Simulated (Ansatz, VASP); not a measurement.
C in VASP and in Ansatz

```
CELL_PARAMETERS angstrom
2.01364 0.00000 0.00000
-1.00682 1.74387 0.00000
0.00000 0.00000 1.58509
ATOMIC_POSITIONS crystal
C 0.00000 0.00000 0.00000
```

Alike in both runs: task relaxation of cell and atoms; functional PBE; k mesh 33 × 33 × 34; occupations gaussian, width 0.1 eV; no spin polarisation.

|  | VASP | Ansatz |
| --- | --- | --- |
| version | VASP 6.6.1 | Ansatz 0.2.0 |
| potentials or method | VASP PAW PBE potentials, release 64 (C), cutoff 600 eV | scalar-relativistic, plane waves, PAW |
| valence electrons in the cell | 4 | 4 |

```csv
,VASP,Ansatz,Ansatz less VASP
"gap on the k mesh at the Fermi level, each at its own relaxed structure (eV)",none,none,-
relaxed volume (Å³/atom),5.59,5.60,+0.002
relaxed cell length with the largest relative difference (Å),2.020,2.020,+0.0004
```

A gap of «none» marks a metal or a gap that the smearing closes.
